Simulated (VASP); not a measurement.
# MgBe2SeS2 (P6/mmm) in VASP: notebook, part 2 of 2

VASP 6.6.1.

## 4. Relaxation of cell and atoms, PBE

The input, INCAR:

```
SYSTEM = MgBe2SeS2
ALGO = Normal ; EDIFF = 1E-7
EDIFFG = -0.04 ; ENCUT = 600
GGA = PE ; IBRION = 2
ISIF = 3 ; ISMEAR = 0
LASPH = .True. ; LCHARG = .False.
LREAL = .False. ; LWAVE = .False.
NELM = 60 ; NSW = 90
PREC = Accurate ; SIGMA = 0.1
```

The input, KPOINTS:

```
k-points
0
Gamma
  6 6 2
  0 0 0
```

The input, POSCAR:

```
MgBe2SeS2
1.0
    3.9966013900      0.0000000000      0.0000000000
   -1.9983007000      3.4611583300      0.0000000000
    0.0000000000      0.0000000000      8.7007605800
Mg Be Se S
1 2 1 2
Direct
    0.0000000000      0.0000000000      0.0000000000
    0.3333333300      0.6666666700      0.5000000000
    0.6666666700      0.3333333300      0.5000000000
    0.0000000000      0.0000000000      0.5000000000
    0.0000000000      0.0000000000      0.7179023300
    0.0000000000      0.0000000000      0.2820976700
```

Potentials or basis: VASP PAW PBE potentials, release 64 (Mg, Be, Se, S).

On the command line:

```bash
$ cat potpaw_PBE.64/Mg/POTCAR potpaw_PBE.64/Be/POTCAR potpaw_PBE.64/Se/POTCAR potpaw_PBE.64/S/POTCAR > POTCAR
$ mpirun -np 1 vasp_std > vasp.out
```

OUTCAR:

```text
SYSTEM = MgBe2SeS2
   EDIFF = 1E-7
   EDIFFG = -0.04
   ENCUT = 600
   GGA = PE
   IBRION = 2
   ISIF = 3
   ISMEAR = 0
   LASPH = .True.
   LREAL = .False.
   NELM = 60
   NSW = 90
   PREC = Accurate

 ion  position               nearest neighbor table
   1  0.000  0.000  0.000-   5 2.45   6 2.45
   2  0.333  0.667  0.500-   3 2.31   3 2.31   4 2.31   4 2.31   4 2.31   3 2.31
   3  0.667  0.333  0.500-   2 2.31   2 2.31   4 2.31   4 2.31   4 2.31   2 2.31
   4  0.000  0.000  0.500-   5 1.90   6 1.90   2 2.31   3 2.31   3 2.31   2 2.31   3 2.31   2 2.31

   5  0.000  0.000  0.718-   4 1.90   1 2.45
   6  0.000  0.000  0.282-   4 1.90   1 2.45

  LATTYP: Found a hexagonal cell.
 ALAT       =     3.9966013900
 C/A-ratio  =     2.1770398724

  Lattice vectors:
[... 292 lines left out ...]
  free  energy   TOTEN  =       -16.2008613571 eV

  energy  without entropy=      -16.1483418044  energy(sigma->0) =      -16.17460158

[... ionic steps 4 to 17 ...]

--------------------------------------- Ionic step       18  -------------------------------------------

 number of electron      24.0000001 magnetization

------------------------ aborting loop because EDIFF is reached ----------------------------------------
[... 75 lines left out ...]
--------------------------------------- Ionic step       20  -------------------------------------------

 number of electron      23.9999999 magnetization

 Free energy of the ion-electron system (eV)
  ---------------------------------------------------
  ext. energy  EPLUGINS =         0.00000000
  ---------------------------------------------------
  free energy    TOTEN  =       -16.78431977 eV

  energy without entropy =      -16.73315371  energy(sigma->0) =      -16.75873674

 E-fermi :   0.5747     XC(G=0):  -7.4563

 val. band max:        0.5746406631   @ k =   0.1667   0.1667   0.5000
 cond. band min:       0.6068819962   @ k =   0.3333   0.1667   0.0000
 fundamental gap:      0.0322413330
 Fermi energy:         0.5747126441

 k-point     1 :       0.0000    0.0000    0.0000
  band No.  band energies     occupation
      1     -14.5858      2.00000
      2     -10.3821      2.00000
      3     -10.2785      2.00000
      4      -3.9561      2.00000
      5      -3.8023      2.00000
      6      -3.8023      2.00000
[... 288 lines left out ...]
  FREE ENERGIE OF THE ION-ELECTRON SYSTEM (eV)
  ---------------------------------------------------
  free  energy   TOTEN  =       -16.7843197738 eV

  energy  without entropy=      -16.7331537083  energy(sigma->0) =      -16.75873674

 reached required accuracy - stopping structural energy minimisation
```

It took 12 min on 1 thread of Intel Xeon Platinum 8488C (Sapphire Rapids), shared host; peak memory 0.3 GiB.

What came out:

```yaml
Free_energy: -16.7843 eV
Relaxed_volume: 27.37 Å³/atom
Relaxed_cell: a = 4.039 Å, b = 4.039 Å, c = 11.625 Å, α = 90.00°, β = 90.00°, γ = 120.00°
Space_group_after_relaxing_to_0.05_Å: P6/mmm (No. 191)
Energy_gained_by_relaxing: 698.2 meV/atom
Ionic_steps: 20
Pressure_after_relaxing: 0.0 GPa
Largest_force_after_relaxing: 0.010 eV/Å
Band_gap_on_the_k_mesh: zero (band 12 reaches 0.87 eV, above the bottom of band 13 at 0.55 eV)
```

Forces on the atoms (eV/Å):
```
Mg   0.000  0.000  0.000
Be   0.000  0.000  0.000
Be   0.000  0.000  0.000
Se   0.000  0.000  0.000
S    0.000  0.000  0.010
S    0.000  0.000 -0.010
```

The path:
| step | energy change (eV) | largest force (eV/Å) | pressure (GPa) | volume (Å³) |
| --- | --- | --- | --- | --- |
| 1 | 0.0000 | 12.0672 | 21.80 | 120.36 |
| 2 | -3.5964 | 1.7492 | -2.88 | 169.15 |
| 3 | -3.6058 | 1.7629 | -2.79 | 167.35 |
| 4 | -3.6106 | 1.7770 | -2.71 | 165.85 |
| 5 | -3.5763 | 1.8319 | -2.09 | 157.87 |
| 6 | -3.9586 | 0.8821 | -0.14 | 151.38 |
| 7 | -3.9873 | 0.2990 | 0.84 | 149.12 |
| 8 | -3.9876 | 0.3596 | 0.74 | 149.33 |
| 9 | -4.0307 | 0.3947 | 0.67 | 151.27 |
| 10 | -4.1448 | 0.1345 | 0.25 | 157.13 |
| 11 | -4.1657 | 0.4287 | 0.08 | 169.06 |
| 12 | -4.1787 | 0.2976 | 0.08 | 165.69 |
| 13 | -4.1315 | 0.5546 | -0.85 | 169.24 |
| 14 | -4.1867 | 0.0343 | -0.22 | 166.68 |
| 15 | -4.1867 | 0.0450 | -0.22 | 166.64 |
| 16 | -4.1884 | 0.0665 | 0.05 | 164.58 |
| 17 | -4.1884 | 0.0667 | 0.04 | 164.64 |
| 18 | -4.1889 | 0.0061 | -0.04 | 164.42 |
| 19 | -4.1889 | 0.0098 | -0.05 | 164.40 |
| 20 | -4.1893 | 0.0095 | -0.04 | 164.21 |

Final structure:
```xyz
6
Lattice="4.0387 0.0000 0.0000 -2.0194 3.4977 0.0000 0.0000 0.0000 11.6248" Properties=species:S:1:pos:R:3 pbc="T T T"
Mg   -2.0194    3.4977    0.0000
Be    0.0000    2.3318    5.8124
Be    2.0194    1.1659    5.8124
Se   -2.0194    3.4977    5.8124
S    -2.0194    3.4977    9.3443
S     0.0000    0.0000    2.2805
```

Caveat: the k points lie up to 0.30 Å⁻¹ apart in the final cell; the volume moved by over 15 % at a fixed basis, so the end points are rough.

## 5. Single point, PBE

This run uses another cell than the first one, of 24.40 Å³/atom, 1.216 times its volume.

The input, INCAR:

```
ALGO = Normal
EDIFF = 1E-6
ENCUT = 520
GGA = PE
ISIF = 2
ISMEAR = 0
LASPH = T
LCHARG = F
LREAL = F
LWAVE = F
NBANDS = 21
NELM = 80
PREC = Accurate
SIGMA = 0.1
```

The input, KPOINTS:

```
k-points
0
Gamma
  12 12 4
```

The input, POSCAR:

```
MgBe2SeS2
1.0
    4.2705743894      0.0000000000      0.0000000000
   -2.1352871947      3.6984259100      0.0000000000
    0.0000000000      0.0000000000      9.2688001641
Mg Be Se S
1 2 1 2
Direct
    0.0000000000      0.0000000000      0.0000000000
    0.3333333333      0.6666666667      0.5000000000
    0.6666666667      0.3333333333      0.5000000000
    0.0000000000      0.0000000000      0.5000000000
    0.0000000000      0.0000000000      0.7581541166
    0.0000000000      0.0000000000      0.2418458834
```

Potentials or basis: VASP PAW PBE potentials, release 64 (Mg, Be, Se, S).

On the command line:

```bash
$ cat potpaw_PBE.64/Mg/POTCAR potpaw_PBE.64/Be/POTCAR potpaw_PBE.64/Se/POTCAR potpaw_PBE.64/S/POTCAR > POTCAR
$ mpirun -np 1 vasp_std > vasp.out
```

OUTCAR:

```text
EDIFF = 1E-6
   ENCUT = 520
   GGA = PE
   ISIF = 2
   ISMEAR = 0
   LASPH = T
   LREAL = F
   NELM = 80
   PREC = Accurate

 ion  position               nearest neighbor table
   1  0.000  0.000  0.000-   5 2.24   6 2.24
   2  0.333  0.667  0.500-   4 2.47   4 2.47   4 2.47
   3  0.667  0.333  0.500-   4 2.47   4 2.47   4 2.47
   4  0.000  0.000  0.500-   5 2.39   6 2.39   2 2.47   3 2.47   3 2.47   2 2.47   3 2.47   2 2.47

   5  0.000  0.000  0.758-   1 2.24   4 2.39
   6  0.000  0.000  0.242-   1 2.24   4 2.39

  LATTYP: Found a hexagonal cell.
 ALAT       =     4.2705743894
 C/A-ratio  =     2.1703872404

  Lattice vectors:

 A1 = (   4.2705743894,   0.0000000000,   0.0000000000)
 A2 = (  -2.1352871947,   3.6984259100,   0.0000000000)
 A3 = (   0.0000000000,   0.0000000000,   9.2688001641)

Analysis of symmetry for initial positions (statically):
=====================================================================
 Subroutine PRICEL returns:
 Original cell was already a primitive cell.

 Routine SETGRP: Setting up the symmetry group for a
 hexagonal supercell.

 Subroutine GETGRP returns: Found 24 space group operations
 (whereof 24 operations were pure point group operations)
 out of a pool of 24 trial point group operations.

The static configuration has the point symmetry D_6h.

Analysis of symmetry for dynamics (positions and initial velocities):
=====================================================================
 Subroutine PRICEL returns:
 Original cell was already a primitive cell.

 Routine SETGRP: Setting up the symmetry group for a
 hexagonal supercell.

 Subroutine GETGRP returns: Found 24 space group operations
 (whereof 24 operations were pure point group operations)
 out of a pool of 24 trial point group operations.

The dynamic configuration has the point symmetry D_6h.

[... 120 lines left out ...]
   EFERMI =   0.00;   METHOD = LEGACY
   ISMEAR =     0;   SIGMA  =   0.10  broadening in eV -4-tet -1-fermi 0-gaus
   EFERMI_NEDOS =   21; number of points for ismear=-14 and -15
   IALGO  =     38    algorithm
   IMIX   =      4    mixing-type and parameters
     AMIX     =   0.40;   BMIX     =  1.00
     AMIX_MAG =   1.60;   BMIX_MAG =  1.00
  volume/ion in A,a.u.               =      24.40       164.65
  Fermi-wavevector in a.u.,A,eV,Ry     =   0.895990  1.693175 10.922723  0.802797
  Thomas-Fermi vector in A             =   2.018391
   LORBIT       =      0    0 simple, 1 ext, 2 COOP (PROOUT), +10 PAW based schemes
   GGA     = PE    functional components
   LHFCALC =     F    Hartree Fock is set to
   AEXX    =    0.0000 exact exchange contribution
   IVDW    =     0    specifies the selected vdW correction
   LEPSILON=     F    determine dielectric tensor
   LRPA    =     F    only Hartree local field effects (RPA)
 non-spin polarized calculation
 Gauss-broadening in eV      SIGMA  =   0.10
  energy-cutoff  :      520.00
  volume of cell :      146.40
 maximum number of plane-waves:      3978
 NGX is ok and might be reduce to    32
   NGX = 15   NGY = 15   NGZ = 35

 number of electron      24.0000004 magnetization

 Free energy of the ion-electron system (eV)
  ---------------------------------------------------
  ext. energy  EPLUGINS =         0.00000000
  ---------------------------------------------------
  free energy    TOTEN  =       -17.32928477 eV

  energy without entropy =      -17.32295585  energy(sigma->0) =      -17.32612031

 E-fermi :   1.8164     XC(G=0):  -7.8780

 val. band max:        1.8109325036   @ k =   0.0833   0.0000   0.2500
 cond. band min:       1.8179991644   @ k =   0.0833   0.0000   0.5000
 fundamental gap:      0.0070666608
 Fermi energy:         1.8163736677

 k-point     1 :       0.0000    0.0000    0.0000
  band No.  band energies     occupation
      1     -13.9214      2.00000
      2     -10.3372      2.00000
      3      -9.3265      2.00000
      4      -3.9903      2.00000
      5      -2.7896      2.00000
      6      -2.7896      2.00000
[... 565 lines left out ...]
     20       7.5281      0.00000
     21       8.5869      0.00000

 [... further k-points ...]
[... 5 lines left out ...]
  --------------------------------------------------------------------------------------
  -------------------------------------------------------------------------------------
  Total        0.0006948      0.0006948     -0.0284969      0.0000000     -0.0000000      0.0000000
  in kB        0.0076040      0.0076040     -0.3118755      0.0000000     -0.0000000      0.0000000
  external PRESSURE =      -0.0988891 kB  Pullay stress =       0.0000000 kB

 VOLUME and BASIS-vectors are now :
 -----------------------------------------------------------------------------
  energy-cutoff  :      520.00
  volume of cell :      146.40
      direct lattice vectors                 reciprocal lattice vectors
     4.270574389  0.000000000  0.000000000     0.234160539  0.135192650  0.000000000
    -2.135287195  3.698425910  0.000000000     0.000000000  0.270385300  0.000000000
     0.000000000  0.000000000  9.268800164     0.000000000  0.000000000  0.107888829

 POSITION                                       TOTAL-FORCE (eV/Angst)
 -----------------------------------------------------------------------------------
      0.00000      0.00000      0.00000        -0.000000      0.000000      0.000000
     -0.00000      2.46562      4.63440         0.000000      0.000000      0.000000
      2.13529      1.23281      4.63440        -0.000000      0.000000      0.000000
      0.00000      0.00000      4.63440        -0.000000      0.000000      0.000000
      0.00000      0.00000      7.02718         0.000000     -0.000000     -0.003166
      0.00000      0.00000      2.24162         0.000000      0.000000      0.003166
 -----------------------------------------------------------------------------------
    total drift:                                0.000000     -0.000000      0.000000

  FREE ENERGIE OF THE ION-ELECTRON SYSTEM (eV)
  ---------------------------------------------------
  free  energy   TOTEN  =       -17.3292847700 eV

  energy  without entropy=      -17.3229558501  energy(sigma->0) =      -17.32612031
```

It took 3 min on 1 thread of Intel Xeon Platinum 8488C (Sapphire Rapids), shared host; peak memory 0.38 GiB.

What came out:

```yaml
Free_energy: -17.3293 eV
Pressure: 0.0 GPa
Largest_force: 0.003 eV/Å
Band_gap_on_the_k_mesh: zero (band 12 reaches 3.22 eV, above the bottom of band 13 at 1.51 eV)
```

Forces in eV/Å, atoms in the order of the input:
```
Mg   0.000  0.000  0.000
Be   0.000  0.000  0.000
Be   0.000  0.000  0.000
Se   0.000  0.000  0.000
S    0.000  0.000 -0.003
S    0.000  0.000  0.003
```

Levels at points of the mesh, in eV from the Fermi level:
| k point | band 9 | band 10 | band 11 | band 12 | band 13 | band 14 | band 15 | band 16 |
| --- | --- | --- | --- | --- | --- | --- | --- | --- |
| (0.00, 0.00, 0.00) | -0.79 | -0.79 | -0.33 | -0.33 | -0.30 | -0.30 | 1.13 | 1.42 |
| (0.50, 0.00, 0.00) | -1.92 | -1.27 | -1.11 | -0.71 | 2.20 | 2.36 | 2.58 | 3.31 |
| (0.00, 0.00, 0.50) | -0.86 | -0.86 | -0.76 | -0.30 | -0.30 | -0.24 | -0.24 | 1.94 |
| (0.50, 0.00, 0.50) | -1.53 | -1.21 | -1.16 | -0.57 | 0.76 | 1.15 | 3.35 | 3.72 |

## 6. Overview

| task | cell | k mesh | cutoff (eV) | gap on the mesh (eV) | pressure (GPa) | largest force (eV/Å) |
| --- | --- | --- | --- | --- | --- | --- |
| single point | a = 3.997, b = 3.997, c = 8.701 Å, angles 90.0, 90.0, 120.0°, 6 atoms | 6 × 6 × 2 | 520 | none | 21.8 | 12.07 |
| single point | a = 4.284, b = 4.284, c = 9.279 Å, angles 90.0, 90.0, 120.0°, 6 atoms | 6 × 6 × 2 | 520 | none | 0.0 | 0.01 |
| relaxation of cell and atoms | relaxed from a = 3.997, b = 3.997, c = 8.701 Å, angles 90.0, 90.0, 120.0°, 6 atoms | 6 × 6 × 2 | 600 | none | 0.0 | 0.01 |
| single point | a = 4.271, b = 4.271, c = 9.269 Å, angles 90.0, 90.0, 120.0°, 6 atoms | 12 × 12 × 4 | 520 | none | 0.0 | - |

Alike in all rows: level PBE; potentials or basis VASP PAW PBE potentials, release 64 (Mg, Be, Se, S); no spin polarisation; smearing gaussian 0.1 eV.

Caveats: some runs use coarse meshes; forces of over 1 eV/Å act on the atoms, so gaps and moduli don't describe the material at rest (some runs); the volume moved by over 15 % at a fixed basis, so the end points are rough (some runs).

Absolute energies hang on the potentials; compare differences alone.
